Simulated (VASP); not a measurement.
Pt:

```
Pt
1.0
     0.00000    1.95790    1.95790
     1.95790    0.00000    1.95790
     1.95790    1.95790    0.00000
Pt
1
Direct
  0.00000 0.00000 0.00000
```

Base run:

| Item | Value |
| --- | --- |
| Program | VASP 6.6.1 |
| Functional | PBE |
| Potentials or basis | VASP PAW PBE potentials, release 64 (Pt) |
| Cutoff | 520 eV |
| k mesh | 18 × 18 × 18 |
| Occupations | fermi-dirac, width 0.03 eV |
| Spin | no spin polarisation |

Its results: band gap on the k mesh zero (band 5 reaches 11.86 eV, above the bottom of band 6 at 9.60 eV); pressure 10.9 GPa.

After a change of settings the same cell gave: band gap on the k mesh zero (band 5 reaches 11.69 eV, above the bottom of band 6 at 9.44 eV); pressure 0.0 GPa. Which change was it?
A. functional from PBE to PBEsol
B. further incar settings from ALGO = Normal; EDIFF = 1e-08; NBANDS = 11 to ALGO = Normal; EDIFF = 1e-06; NBANDS = 11
C. further incar settings from ALGO = Normal; EDIFF = 1e-08; NBANDS = 11 to ALGO = Normal; EDIFF = 1e-07; NBANDS = 11

A.

PBEsol binds more tightly than PBE, so the same cell stands under less pressure.

Caveats: spin-orbit coupling is left out, which moves the levels of the heavy elements; the PAW data sets were made with another functional, which shifts forces and pressure a little (some runs).
